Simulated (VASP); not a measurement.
Here is a VASP 6.6.1 calculation.

INCAR

```
ALGO = Normal
EDIFF = 1E-7
EDIFFG = -0.005
ENCUT = 600
GGA = PS
IBRION = 2
ISIF = 3
ISMEAR = -1
LASPH = True
LCHARG = False
LREAL = False
LWAVE = False
NELM = 60
NSW = 80
PREC = Accurate
SIGMA = 0.02
```

The input KPOINTS:

```
k-points
0
Gamma
  12 12 4
```

The input POSCAR:

```
GaN
1.0
    3.2184326064      0.0000000000      0.0000000000
   -1.6092163032      2.7872443975      0.0000000000
    0.0000000000      0.0000000000      5.2428367283
Ga N
2 2
Direct
    0.3333333333      0.6666666667     -0.0008671780
    0.6666666667      0.3333333333      0.4991328220
    0.3333333333      0.6666666667      0.3758671780
    0.6666666667      0.3333333333      0.8758671780
```

Potentials or basis: VASP PAW PBE potentials, release 64 (Ga_d, N).

Launch:

```sh
$ cat potpaw_PBE.64/Ga_d/POTCAR potpaw_PBE.64/N/POTCAR > POTCAR
$ mpirun -np 1 vasp_std > vasp.out
```

Task: Estimate the relaxed volume.

Result: 11.35 Å³/atom.

Task: Predict the relaxed cell.

Result: a = 3.180 Å, b = 3.180 Å, c = 5.182 Å, α = 90.00°, β = 90.00°, γ = 120.00°.

Step by step:
```csv
step,energy change (eV),largest force (eV/Å),pressure (GPa),volume (Å³)
1,0.0000,0.0007,-6.20,47.03
2,-0.0063,0.0163,6.24,44.00
3,-0.0327,0.0075,-0.03,45.40
4,-0.0327,0.0077,0.10,45.37
5,-0.0327,0.0011,-0.08,45.41
6,-0.0327,0.0027,-0.02,45.39
```

Caveat: the PAW data sets were made with another functional, which shifts forces and pressure a little.
